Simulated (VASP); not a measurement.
A run of VASP 6.6.1 is set up as follows.

INCAR

```
SYSTEM = Ni
ALGO     = Normal         ! electronic algorithm
EDIFF    = 1E-6           ! SCF threshold, eV
ENCUT    = 520            ! plane-wave cutoff, eV
GGA      = PS             ! functional
ISIF     = 2              ! what is computed and relaxed
ISMEAR   = -1             ! smearing method
ISPIN    = 2              ! spin polarisation
LASPH    = .True.         ! aspherical terms in the spheres
LCHARG   = .False.        ! write CHGCAR
LMAXMIX  = 4              ! l up to which the mixer works
LORBIT   = 11             ! projections on sites
LREAL    = .False.        ! projectors in reciprocal space
LWAVE    = .False.        ! write WAVECAR
MAGMOM   = 1.2            ! initial moments
NBANDS   = 15             ! bands
NELM     = 150            ! most SCF steps
NUPDOWN  = 1.2            ! fixed moment
PREC     = Accurate       ! precision mode
SIGMA    = 0.1            ! smearing width, eV
```

Contents of KPOINTS:

```
k-points
0
Gamma
  15 15 15
  0 0 0
```

The input POSCAR:

```
Ni
1.0
    0.0000000000      1.7720000000      1.7720000000
    1.7720000000      0.0000000000      1.7720000000
    1.7720000000      1.7720000000      0.0000000000
Ni
1
Direct
    0.0000000000      0.0000000000      0.0000000000
```

Potentials or basis: VASP PAW PBE potentials, release 64 (Ni).

Run with:

```console
$ cat potpaw_PBE.64/Ni/POTCAR > POTCAR
$ mpirun -np 1 vasp_std > vasp.out
```

**Question.** What does it give for the pressure?

**Answer.** -7.2 GPa.

Caveat: the PAW data sets were made with another functional, which shifts forces and pressure a little; the total moment is fixed, so each spin has its own Fermi level.
